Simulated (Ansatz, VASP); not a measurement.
# One calculation of Li2H, two programs

```xyz
3
Lattice="2.7979 0.0000 0.0000 -1.3990 2.4231 0.0000 0.0000 0.0000 5.2104" Properties=species:S:1:pos:R:3 pbc="T T T"
Li    1.3990    0.8077    3.9619
Li    1.3990    0.8077    1.2486
H     0.0000    0.0000    0.0000
```

Change from the starting cell: relaxed end of: ordered vacancies on the anion sites of nickel arsenide (P-6m2, No. 187).

Alike in both runs: task single point; functional PBE; k mesh 6 × 6 × 4; occupations gaussian, width 0.1 eV; no spin polarisation.

|  | VASP | Ansatz |
| --- | --- | --- |
| version | VASP 6.6.1 | Ansatz 0.2.0 |
| potentials or method | VASP PAW PBE potentials, release 64 (Li_sv, H), cutoff 520 eV | scalar-relativistic, plane waves, PAW |
| valence electrons in the cell | 7 | 7 |

```csv
,VASP,Ansatz,Ansatz less VASP
gap on the k mesh at the Fermi level (eV),none,none,-
rms of the force components (eV/Å),0.005,0.005,-0.0003
```

Atom by atom the forces differ by 0.000 eV/Å (rms over components). A gap of «none» marks a metal or a gap that the smearing closes.

The k mesh is coarse, so the values compare programs but aren't converged. Noted on VASP's run: the cutoff is under 1.25 times that of the potentials, so the pressure is a little rough.
